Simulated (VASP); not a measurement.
# ZnS (P6_3mc) in VASP: further runs, part 2 of 2

VASP 6.6.1. The steps go on from the part before.

## Step 4: Electric field gradients, PBEsol (volume scaled by 0.98)

File INCAR:

```
SYSTEM = ZnS
PREC = Accurate
ENCUT = 520
EDIFF = 1E-8
ISMEAR = -1
SIGMA = 0.03
LREAL = .FALSE.
LASPH = .TRUE.
NELM = 60
ALGO = Normal
ISIF = 2
LWAVE = .FALSE.
LCHARG = .FALSE.
GGA = PS
LEFG = .TRUE.
NBANDS = 26
```

File KPOINTS:

```
Automatic mesh
0
G
  8 8 5
  0 0 0
```

File POSCAR:

```
ZnS
1.0
    3.7854208379      0.0000000000      0.0000000000
   -1.8927104190      3.2782706096      0.0000000000
    0.0000000000      0.0000000000      6.1921598132
Zn S
2 2
Direct
    0.3333333333      0.6666666667      0.0000000000
    0.6666666667      0.3333333333      0.5000000000
    0.3333333333      0.6666666667      0.3850000000
    0.6666666667      0.3333333333      0.8850000000
```

Potentials or basis: VASP PAW PBE potentials, release 64 (Zn, S).

Run with:

```sh
$ cat potpaw_PBE.64/Zn/POTCAR potpaw_PBE.64/S/POTCAR > POTCAR
$ mpirun -np 1 vasp_std > vasp.out
```

OUTCAR:

```text
SYSTEM = ZnS
   PREC = Accurate
   ENCUT = 520
   EDIFF = 1E-8
   ISMEAR = -1
   LREAL = .FALSE.
   LASPH = .TRUE.
   NELM = 60
   ISIF = 2
   GGA = PS

 ion  position               nearest neighbor table
   1  0.333  0.667  0.000-   4 2.30   4 2.30   4 2.30   3 2.38
   2  0.667  0.333  0.500-   3 2.30   3 2.30   3 2.30   4 2.38
   3  0.333  0.667  0.385-   2 2.30   2 2.30   2 2.30   1 2.38
   4  0.667  0.333  0.885-   1 2.30   1 2.30   1 2.30   2 2.38

  LATTYP: Found a hexagonal cell.
 ALAT       =     3.7854208379
 C/A-ratio  =     1.6357916539

  Lattice vectors:

[... 924 lines left out ...]
 ion       V_xx      V_yy      V_zz      V_xy      V_xz      V_yz
---------------------------------------------------------------------
   1      -9.807    -9.801    19.608     0.006    -0.000     0.000
   2      -9.807    -9.801    19.608     0.006     0.000    -0.000
   3       2.499     2.498    -4.997    -0.000    -0.000     0.000
   4       2.499     2.498    -4.997    -0.000     0.000    -0.000
---------------------------------------------------------------------

 Electric field gradients after diagonalization (V/A^2)
 (convention: |V_zz| > |V_xx| > |V_yy|)
----------------------------------------------------------------------
 ion       V_xx      V_yy      V_zz     asymmetry (V_yy - V_xx)/ V_zz
----------------------------------------------------------------------
   1      -9.810    -9.797    19.608       0.001
   2      -9.810    -9.797    19.608       0.001
   3       2.499     2.498    -4.997       0.000
   4       2.499     2.498    -4.997       0.000
----------------------------------------------------------------------

           NMR quadrupolar parameters

 Cq : quadrupolar parameter    Cq=e*Q*V_zz/h
 eta: asymmetry parameters     (V_yy - V_xx)/ V_zz
 Q  : nuclear electric quadrupole moment in mb (millibarn)
----------------------------------------------------------------------
 ion       Cq(MHz)       eta       Q (mb)
----------------------------------------------------------------------
   1       0.047       0.001       1.000
   2       0.047       0.001       1.000
   3      -0.012       0.000       1.000
   4      -0.012       0.000       1.000
----------------------------------------------------------------------
```

OSZICAR:

```text
N       E                     dE             d eps       ncg     rms          rms(c)
DAV:   1     0.243714793327E+03    0.24371E+03   -0.17114E+04  1560   0.168E+03
DAV:   2     0.833046923664E+01   -0.23538E+03   -0.22528E+03  1608   0.353E+02
DAV:   3    -0.153834280658E+02   -0.23714E+02   -0.23473E+02  1886   0.112E+02
DAV:   4    -0.159564375730E+02   -0.57301E+00   -0.57181E+00  1848   0.174E+01
DAV:   5    -0.159651300586E+02   -0.86925E-02   -0.86900E-02  1916   0.212E+00    0.100E+01
DAV:   6    -0.151559895843E+02    0.80914E+00   -0.17849E+00  2076   0.407E+01    0.764E+00
DAV:   7    -0.151547128667E+02    0.12767E-02   -0.12448E+00  1656   0.686E+00    0.331E+00
DAV:   8    -0.151448670560E+02    0.98458E-02   -0.30676E-02  2018   0.175E+00    0.873E-01
DAV:   9    -0.151443771299E+02    0.48993E-03   -0.10216E-02  2104   0.148E+00    0.221E-01
DAV:  10    -0.151444639322E+02   -0.86802E-04   -0.53541E-04  1876   0.317E-01    0.115E-01
DAV:  11    -0.151445847717E+02   -0.12084E-03   -0.18621E-04  1636   0.940E-02    0.433E-02
DAV:  12    -0.151445838053E+02    0.96637E-06   -0.78908E-06  2000   0.586E-02    0.963E-03
DAV:  13    -0.151445859672E+02   -0.21619E-05   -0.44082E-06  1634   0.108E-02    0.308E-03
DAV:  14    -0.151445857578E+02    0.20942E-06   -0.35688E-07  2336   0.858E-03    0.216E-03
DAV:  15    -0.151445857528E+02    0.50441E-08   -0.14188E-07  1712   0.209E-03    0.808E-04
DAV:  16    -0.151445857644E+02   -0.11621E-07   -0.12262E-08  1194   0.179E-03    0.376E-04
DAV:  17    -0.151445857604E+02    0.39854E-08   -0.34868E-09   844   0.434E-04
   1 F= -.15144586E+02 E0= -.15144586E+02  d E =-.292823E-10
```

stdout:

```text
POSCAR found type information on POSCAR ZnS
 POSCAR found :  2 types and       4 ions
 scaLAPACK will be used
 -----------------------------------------------------------------------------
|                                                                             |
|                                                                             |
|     You enforced a specific xc type in the INCAR file but a different       |
|     I HOPE YOU KNOW WHAT YOU ARE DOING!                                     |
|                                                                             |
 -----------------------------------------------------------------------------

 LDA part: xc-table for (Slater+PW92), standard interpolation
 POSCAR, INCAR and KPOINTS ok, starting setup
 FFT: planning ... GRIDC
 FFT: planning ... GRID_SOFT
 FFT: planning ... GRID
 WAVECAR not read
 entering main loop
ion   1

ion   2

ion   3

ion   4
```

Wall time 28 s (1 thread of Intel Xeon 6975P-C (Granite Rapids), shared host); peak memory 0.21 GiB.

Results:

- Free energy: -15.1446 eV
- Pressure: 0.5 GPa
- Largest force: 0.333 eV/Å
- Band gap on the k mesh: 2.21 eV, direct

Forces on the atoms (eV/Å):
```
Zn   0.000  0.000  0.333
Zn   0.000  0.000  0.333
S    0.000  0.000 -0.333
S    0.000  0.000 -0.333
```

Electric field gradients, principal values (V/Å²):
```tsv
atom	least	middle	greatest (by size)
1 Zn	-9.797	-9.810	19.608
2 Zn	-9.797	-9.810	19.608
3 S	2.498	2.499	-4.997
4 S	2.498	2.499	-4.997
```

Caveat: without QUAD_EFG the Cq values of the log hold for a quadrupole moment of 1 mb, not for the nuclei; the PAW data sets were made with another functional, which shifts forces and pressure a little.

## Step 5: Electric field gradients, PBEsol (volume scaled by 0.99)

File INCAR:

```
ALGO = Normal ; EDIFF = 1E-8
ENCUT = 520 ; GGA = PS
ISIF = 2 ; ISMEAR = -1
LASPH = T ; LCHARG = F
LEFG = T ; LREAL = F
LWAVE = F ; NBANDS = 26
NELM = 60 ; PREC = Accurate
SIGMA = 0.03
```

File KPOINTS:

```
k-points
0
Gamma
  8 8 5
```

File POSCAR:

```
ZnS
1.0
    3.7982528711      0.0000000000      0.0000000000
   -1.8991264355      3.2893834763      0.0000000000
    0.0000000000      0.0000000000      6.2131503459
Zn S
2 2
Direct
    0.3333333333      0.6666666667      0.0000000000
    0.6666666667      0.3333333333      0.5000000000
    0.3333333333      0.6666666667      0.3850000000
    0.6666666667      0.3333333333      0.8850000000
```

Potentials or basis: VASP PAW PBE potentials, release 64 (Zn, S).

Run with:

```sh
$ cat potpaw_PBE.64/Zn/POTCAR potpaw_PBE.64/S/POTCAR > POTCAR
$ mpirun -np 1 vasp_std > vasp.out
```

OUTCAR:

```text
EDIFF = 1E-8
   ENCUT = 520
   GGA = PS
   ISIF = 2
   ISMEAR = -1
   LASPH = T
   LREAL = F
   NELM = 60
   PREC = Accurate

 ion  position               nearest neighbor table
   1  0.333  0.667  0.000-   4 2.31   4 2.31   4 2.31   3 2.39
   2  0.667  0.333  0.500-   3 2.31   3 2.31   3 2.31   4 2.39
   3  0.333  0.667  0.385-   2 2.31   2 2.31   2 2.31   1 2.39
   4  0.667  0.333  0.885-   1 2.31   1 2.31   1 2.31   2 2.39

  LATTYP: Found a hexagonal cell.
 ALAT       =     3.7982528711
 C/A-ratio  =     1.6357916539

  Lattice vectors:
[... 925 lines left out ...]
 ion       V_xx      V_yy      V_zz      V_xy      V_xz      V_yz
---------------------------------------------------------------------
   1      -9.693    -9.686    19.379     0.006    -0.000     0.000
   2      -9.693    -9.686    19.379     0.006     0.000    -0.000
   3       2.604     2.603    -5.207    -0.000    -0.000     0.000
   4       2.604     2.603    -5.207    -0.000     0.000    -0.000
---------------------------------------------------------------------

 Electric field gradients after diagonalization (V/A^2)
 (convention: |V_zz| > |V_xx| > |V_yy|)
----------------------------------------------------------------------
 ion       V_xx      V_yy      V_zz     asymmetry (V_yy - V_xx)/ V_zz
----------------------------------------------------------------------
   1      -9.696    -9.683    19.379       0.001
   2      -9.696    -9.683    19.379       0.001
   3       2.604     2.603    -5.207       0.000
   4       2.604     2.603    -5.207       0.000
----------------------------------------------------------------------

           NMR quadrupolar parameters

 Cq : quadrupolar parameter    Cq=e*Q*V_zz/h
 eta: asymmetry parameters     (V_yy - V_xx)/ V_zz
 Q  : nuclear electric quadrupole moment in mb (millibarn)
----------------------------------------------------------------------
 ion       Cq(MHz)       eta       Q (mb)
----------------------------------------------------------------------
   1       0.047       0.001       1.000
   2       0.047       0.001       1.000
   3      -0.013       0.000       1.000
   4      -0.013       0.000       1.000
----------------------------------------------------------------------
```

Wall time 24 s (1 thread of Intel Xeon 6975P-C (Granite Rapids), shared host); peak memory 0.21 GiB.

What came out:

```
Free energy            : -15.1450 eV
Pressure               : -0.3 GPa
Largest force          : 0.321 eV/Å
Band gap on the k mesh : 2.16 eV, direct
```

Forces on the atoms (eV/Å):
```
Zn   0.000  0.000  0.321
Zn   0.000  0.000  0.321
S    0.000  0.000 -0.321
S    0.000  0.000 -0.321
```

Levels at points of the mesh, in eV from the valence-band top:
```csv
k point,band 15,band 16,band 17,band 18,band 19,band 20,band 21,band 22
"(0.00, 0.00, 0.00)",-0.88,-0.01,-0.01,0.00,2.16,2.90,6.20,6.20
"(0.50, 0.00, 0.00)",-3.25,-2.32,-1.62,-1.01,3.48,4.20,5.05,7.04
```

Electric field gradients, principal values (V/Å²):
| atom | least | middle | greatest (by size) |
| --- | --- | --- | --- |
| 1 Zn | -9.683 | -9.696 | 19.379 |
| 2 Zn | -9.683 | -9.696 | 19.379 |
| 3 S | 2.603 | 2.604 | -5.207 |
| 4 S | 2.603 | 2.604 | -5.207 |

Caveat: without QUAD_EFG the Cq values of the log hold for a quadrupole moment of 1 mb, not for the nuclei; the PAW data sets were made with another functional, which shifts forces and pressure a little.

## Step 6: Overview

```tsv
cell	gap on the mesh (eV)	pressure (GPa)	largest force (eV/Å)
a = 3.733, b = 3.733, c = 6.107 Å, angles 90.0, 90.0, 120.0°, 4 atoms	2.41	4.1	0.39
a = 3.759, b = 3.759, c = 6.150 Å, angles 90.0, 90.0, 120.0°, 4 atoms	2.31	2.2	0.36
a = 3.785, b = 3.785, c = 6.192 Å, angles 90.0, 90.0, 120.0°, 4 atoms	2.21	0.5	0.33
a = 3.798, b = 3.798, c = 6.213 Å, angles 90.0, 90.0, 120.0°, 4 atoms	2.16	-0.3	0.32
```

Alike in all rows: task electric field gradients; level PBEsol; potentials or basis VASP PAW PBE potentials, release 64 (Zn, S); no spin polarisation; k mesh 8 × 8 × 5; cutoff (eV) 520; smearing fermi-dirac 0.03 eV.

Caveats: the PAW data sets were made with another functional, which shifts forces and pressure a little.

Total energies depend on the potentials used, so only differences within one code and one set of settings carry meaning.
